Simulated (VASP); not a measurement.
A run of VASP 6.6.1 is set up as follows.

File INCAR:

```
PREC = Accurate
ENCUT = 520
EDIFF = 1E-7
ISMEAR = 0
SIGMA = 0.02
LREAL = Auto
LASPH = True
NELM = 80
ALGO = Normal
ISIF = 2
LWAVE = False
LCHARG = True
GGA = PS
LELF = True
LVHAR = True
NBANDS = 52
NELECT = 74.0
```

KPOINTS

```
Automatic mesh
0
Gamma
  2 2 2
```

File POSCAR:

```
CuSi16
1.0
    0.0000000000      5.4300000000      5.4300000000
    5.4300000000      0.0000000000      5.4300000000
    5.4300000000      5.4300000000      0.0000000000
Si Cu
16 1
Direct
   -0.0010703499      0.0110948435      0.0000252302
    0.1310946593      0.1179821363      0.1332546961
    0.0112058932     -0.0335830571      0.5149990792
    0.1238915285      0.1168526703      0.6272593002
    0.0022609576      0.5075408840     -0.0027812155
    0.1274274401      0.6365453039      0.1172655617
   -0.0121131676      0.4978608656      0.4912593923
    0.1248733886      0.5941647330      0.6289947514
    0.5030375691      0.0132823204      0.0067084715
    0.6267465930      0.1376471455      0.1299613260
    0.4966681400      0.0110012891      0.5021449355
    0.6294519337      0.1178766114      0.6347712707
    0.5002182320      0.5113760589      0.0033720074
    0.6230585635      0.6382926335      0.1268241252
    0.4931386740      0.5074250460      0.5060123389
    0.6138069061      0.6364673112      0.6305743094
    0.8651604972      0.3362008287      0.3692301105
```

Potentials or basis: VASP PAW PBE potentials, release 64 (Si, Cu).

Command:

```bash
$ cat potpaw_PBE.64/Si/POTCAR potpaw_PBE.64/Cu/POTCAR > POTCAR
$ mpirun -np 1 vasp_std > vasp.out
```

Q: Estimate the largest force.

A: 0.020 eV/Å.

Forces in eV/Å, atoms in the order of the input:
```
Si  -0.004  0.003  0.002
Si  -0.002  0.002  0.007
Si  -0.009  0.005 -0.004
Si   0.003  0.000  0.003
Si  -0.014 -0.007  0.009
Si  -0.002  0.000 -0.002
Si  -0.002  0.000 -0.003
Si  -0.003 -0.011 -0.001
Si   0.001  0.007  0.002
Si   0.004  0.007  0.003
Si   0.004  0.006 -0.004
Si   0.008  0.000 -0.003
Si   0.002  0.006  0.002
Si   0.003  0.005  0.001
Si   0.010 -0.007 -0.011
Si   0.001  0.004 -0.004
Cu   0.001 -0.020  0.002
```

Caveat: the k points lie up to 0.50 Å⁻¹ apart; the cell carries a net charge on a neutralising background, which shifts energy and pressure; the PAW data sets were made with another functional, which shifts forces and pressure a little.
